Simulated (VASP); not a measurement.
# CsI (Pm-3m) in VASP: notebook, part 3 of 3

VASP 6.6.1. The steps go on from the part before.

## (6) Electric field gradients, LDA (volume scaled by 1.06)

The input, INCAR:

```
SYSTEM = CsI
ALGO = Normal
EDIFF = 1E-8
ENCUT = 400
GGA = CA
GGA_COMPAT = .FALSE.
ISIF = 2
ISMEAR = -1
LASPH = .TRUE.
LCHARG = .FALSE.
LEFG = .TRUE.
LREAL = .FALSE.
LWAVE = .FALSE.
NBANDS = 15
NELM = 120
PREC = Accurate
SIGMA = 0.01
```

The input, KPOINTS:

```
k-points
0
G
  7 7 7
  0 0 0
```

The input, POSCAR:

```
CsI
1.0
    4.6562658762      0.0000000000      0.0000000000
    0.0000000000      4.6562658762      0.0000000000
    0.0000000000      0.0000000000      4.6562658762
Cs I
1 1
Direct
    0.0000000000      0.0000000000      0.0000000000
    0.5000000000      0.5000000000      0.5000000000
```

Potentials or basis: VASP PAW LDA potentials, release 64 (Cs_sv, I).

Command:

```sh
$ cat potpaw_LDA.64/Cs_sv/POTCAR potpaw_LDA.64/I/POTCAR > POTCAR
$ mpirun -np 1 vasp_std > vasp.out
```

OUTCAR:

```text
SYSTEM = CsI
   EDIFF = 1E-8
   ENCUT = 400
   GGA = CA
   ISIF = 2
   ISMEAR = -1
   LASPH = .TRUE.
   LREAL = .FALSE.
   NELM = 120
   PREC = Accurate

 ion  position               nearest neighbor table
   1  0.000  0.000  0.000-
   2  0.500  0.500  0.500-

  LATTYP: Found a simple cubic cell.
 ALAT       =     4.6562658762

  Lattice vectors:

 A1 = (   4.6562658762,   0.0000000000,   0.0000000000)
 A2 = (   0.0000000000,   4.6562658762,   0.0000000000)
 A3 = (   0.0000000000,   0.0000000000,   4.6562658762)

Analysis of symmetry for initial positions (statically):
=====================================================================
 Subroutine PRICEL returns:
 Original cell was already a primitive cell.

 Routine SETGRP: Setting up the symmetry group for a
 simple cubic supercell.

 Subroutine GETGRP returns: Found 48 space group operations
[... 9 lines left out ...]

 Routine SETGRP: Setting up the symmetry group for a
 simple cubic supercell.

 Subroutine GETGRP returns: Found 48 space group operations
[... 11 lines left out ...]
                                     Primitive cell

  volume of cell :     100.9516

  direct lattice vectors                    reciprocal lattice vectors
     4.656265876  0.000000000  0.000000000     0.214764368  0.000000000  0.000000000
     0.000000000  4.656265876  0.000000000     0.000000000  0.214764368  0.000000000
     0.000000000  0.000000000  4.656265876     0.000000000  0.000000000  0.214764368

  length of vectors
     4.656265876  4.656265876  4.656265876     0.214764368  0.214764368  0.214764368

  position of ions in fractional coordinates (direct lattice)
[... 473 lines left out ...]
      2     -10.1016      2.00000
      3      -7.0236      2.00000
      4      -7.0164      2.00000
      5      -7.0164      2.00000
      6      -0.8426      2.00000
      7      -0.8426      2.00000
      8      -0.7770      2.00000
      9       6.4394      0.00000
     10       6.8548      0.00000
     11       6.8548      0.00000
     12       7.7508      0.00000
     13       7.8257      0.00000
     14       7.8257      0.00000
     15       9.9136      0.00000

------------------------ aborting loop because EDIFF is reached ----------------------------------------

  FORCE on cell =-STRESS in cart. coord.  units (eV):
  Direction    XX          YY          ZZ          XY          YZ          ZX
  --------------------------------------------------------------------------------------
  -------------------------------------------------------------------------------------
  Total       -1.1445901     -1.1445901     -1.1445901      0.0000000      0.0000000     -0.0000000
  in kB      -18.1654954    -18.1654954    -18.1654954      0.0000000      0.0000000     -0.0000000
  external PRESSURE =     -18.1654954 kB  Pullay stress =       0.0000000 kB

 VOLUME and BASIS-vectors are now :
 -----------------------------------------------------------------------------
  energy-cutoff  :      400.00
  volume of cell :      100.95
      direct lattice vectors                 reciprocal lattice vectors
     4.656265876  0.000000000  0.000000000     0.214764368  0.000000000  0.000000000
     0.000000000  4.656265876  0.000000000     0.000000000  0.214764368  0.000000000
     0.000000000  0.000000000  4.656265876     0.000000000  0.000000000  0.214764368

 POSITION                                       TOTAL-FORCE (eV/Angst)
 -----------------------------------------------------------------------------------
      0.00000      0.00000      0.00000         0.000000      0.000000      0.000000
      2.32813      2.32813      2.32813         0.000000      0.000000      0.000000
 -----------------------------------------------------------------------------------
    total drift:                                0.000000     -0.000000     -0.000000

  FREE ENERGIE OF THE ION-ELECTRON SYSTEM (eV)
  ---------------------------------------------------
  free  energy   TOTEN  =        -6.0854244198 eV

  energy  without entropy=       -6.0854244198  energy(sigma->0) =       -6.08542442

 Electric field gradients (V/A^2)
---------------------------------------------------------------------
 ion       V_xx      V_yy      V_zz      V_xy      V_xz      V_yz
---------------------------------------------------------------------
   1      -0.000    -0.000    -0.000     0.000     0.000     0.000
   2      -0.000    -0.000    -0.000    -0.000     0.000     0.000
---------------------------------------------------------------------

 Electric field gradients after diagonalization (V/A^2)
 (convention: |V_zz| > |V_xx| > |V_yy|)
----------------------------------------------------------------------
 ion       V_xx      V_yy      V_zz     asymmetry (V_yy - V_xx)/ V_zz
----------------------------------------------------------------------
   1      -0.000    -0.000    -0.000      -0.030
   2      -0.000    -0.000    -0.000      -0.240
----------------------------------------------------------------------

           NMR quadrupolar parameters

 Cq : quadrupolar parameter    Cq=e*Q*V_zz/h
 eta: asymmetry parameters     (V_yy - V_xx)/ V_zz
 Q  : nuclear electric quadrupole moment in mb (millibarn)
----------------------------------------------------------------------
 ion       Cq(MHz)       eta       Q (mb)
----------------------------------------------------------------------
   1      -0.000      -0.030       1.000
   2      -0.000      -0.240       1.000
----------------------------------------------------------------------
```

OSZICAR:

```text
N       E                     dE             d eps       ncg     rms          rms(c)
DAV:   1     0.742170533309E+02    0.74217E+02   -0.51526E+03   600   0.718E+02
DAV:   2    -0.315026513633E+00   -0.74532E+02   -0.68716E+02   876   0.129E+02
DAV:   3    -0.617064646911E+01   -0.58556E+01   -0.58389E+01   810   0.399E+01
DAV:   4    -0.624831927541E+01   -0.77673E-01   -0.77669E-01   777   0.567E+00
DAV:   5    -0.624894023478E+01   -0.62096E-03   -0.62095E-03   817   0.479E-01    0.153E+00
DAV:   6    -0.611996653890E+01    0.12897E+00   -0.92763E-02   740   0.148E+00    0.104E+00
DAV:   7    -0.608651031101E+01    0.33456E-01   -0.72095E-02   768   0.128E+00    0.496E-01
DAV:   8    -0.608559743334E+01    0.91288E-03   -0.90146E-03   684   0.447E-01    0.634E-02
DAV:   9    -0.608540850566E+01    0.18893E-03   -0.56542E-04   782   0.129E-01    0.465E-02
DAV:  10    -0.608543497061E+01   -0.26465E-04   -0.11361E-04   663   0.482E-02    0.307E-02
DAV:  11    -0.608542535869E+01    0.96119E-05   -0.52293E-05   726   0.309E-02    0.684E-03
DAV:  12    -0.608542442077E+01    0.93792E-06   -0.51457E-06   649   0.123E-02    0.203E-03
DAV:  13    -0.608542441664E+01    0.41246E-08   -0.19667E-07   719   0.265E-03    0.344E-04
DAV:  14    -0.608542441976E+01   -0.31216E-08   -0.15206E-08   638   0.654E-04
   1 F= -.60854244E+01 E0= -.60854244E+01  d E =-.209443E-11
```

Wall time 14 s (1 thread of AMD EPYC 7R43 (Zen 3), shared host); peak memory 0.11 GiB.

What came out:

| Item | Value |
| --- | --- |
| Free energy | -6.0854 eV |
| Pressure | -1.8 GPa |
| Band gap on the k mesh | 3.38 eV, indirect (least direct gap 3.46 eV) |

Caveat: without QUAD_EFG the Cq values of the log hold for a quadrupole moment of 1 mb, not for the nuclei; spin-orbit coupling is left out, which moves the levels of the heavy elements. A k mesh can miss the band edges.

## (7) Summary

| cell | gap on the mesh (eV) | pressure (GPa) |
| --- | --- | --- |
| a = 4.597 Å, 2 atoms | 3.50 | -1.5 |
| a = 4.582 Å, 2 atoms | 3.53 | -1.5 |
| a = 4.627 Å, 2 atoms | 3.44 | -1.7 |
| a = 4.656 Å, 2 atoms | 3.38 | -1.8 |

Alike in all rows: task electric field gradients; level LDA; potentials or basis VASP PAW LDA potentials, release 64 (Cs_sv, I); no spin polarisation; k mesh 7 × 7 × 7; cutoff (eV) 400; smearing fermi-dirac 0.01 eV.

Caveats: spin-orbit coupling is left out, which moves the levels of the heavy elements.

Total energies depend on the potentials used, so only differences within one code and one set of settings carry meaning.
